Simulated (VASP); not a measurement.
Wanted: the native input for a VASP 6.6.1 run.

| Item | Value |
| --- | --- |
| Task | relaxation of cell and atoms |
| Functional | PBEsol |
| Potentials or basis | VASP PAW PBE potentials, release 64 (C, O) |
| Cutoff | 600 eV |
| k mesh | 10 × 10 × 10 |
| Occupations | gaussian, width 0.1 eV |
| Spin | no spin polarisation |
| Dipole correction | no |
| Further INCAR settings | ALGO = Normal; EDIFF = 1e-06; IBRION = 2; EDIFFG = -0.01; NSW = 80; ISIF = 3 |

The structure of C2O lies in POSCAR:

```
C2O
1.0
    3.7351462060      0.0000000000      0.0000000000
    0.0000000000      3.7351462060      0.0000000000
    0.0000000000      0.0000000000      3.7351462060
C O
4 2
Direct
    0.2500000000      0.2500000000      0.2500000000
    0.7500000000      0.7500000000      0.2500000000
    0.2500000000      0.7500000000      0.7500000000
    0.7500000000      0.2500000000      0.7500000000
    0.0000000000      0.0000000000      0.0000000000
    0.5000000000      0.5000000000      0.5000000000
```

The input as run:

INCAR

```
SYSTEM = C2O
  PREC = Accurate
  ENCUT = 600
  EDIFF = 1E-6
  ISMEAR = 0
  SIGMA = 0.1
  LREAL = .FALSE.
  LASPH = .TRUE.
  NELM = 100
  ALGO = Normal
  ISIF = 3
  LWAVE = .FALSE.
  LCHARG = .FALSE.
  GGA = PS
  IBRION = 2
  NSW = 80
  EDIFFG = -0.01
```

KPOINTS

```
Automatic mesh
0
G
  10 10 10
  0 0 0
```

Potentials or basis: VASP PAW PBE potentials, release 64 (C, O).

Command:

```sh
$ cat potpaw_PBE.64/C/POTCAR potpaw_PBE.64/O/POTCAR > POTCAR
$ mpirun -np 1 vasp_std > vasp.out
```

Results of the run:

```json
{"Relaxed volume": "8.71 Å³/atom", "Relaxed cell": "a = 3.739 Å, b = 3.739 Å, c = 3.739 Å, α = 90.00°, β = 90.00°, γ = 90.00°", "Space group after relaxing (to 0.1 Å)": "Pn-3m (No. 224)", "Energy gained by relaxing": "0.0 meV/atom", "Ionic steps": "2", "Pressure after relaxing": "0.1 GPa", "Band gap on the k mesh": "zero (bands 14 and 15 overlap by 1.29 eV)"}
```

Caveat: the PAW data sets were made with another functional, which shifts forces and pressure a little.

It took 2.9 min on 1 thread of AMD EPYC 7R43 64-Core Processor (Zen 3), with other jobs on the host, peak memory 0.16 GiB.
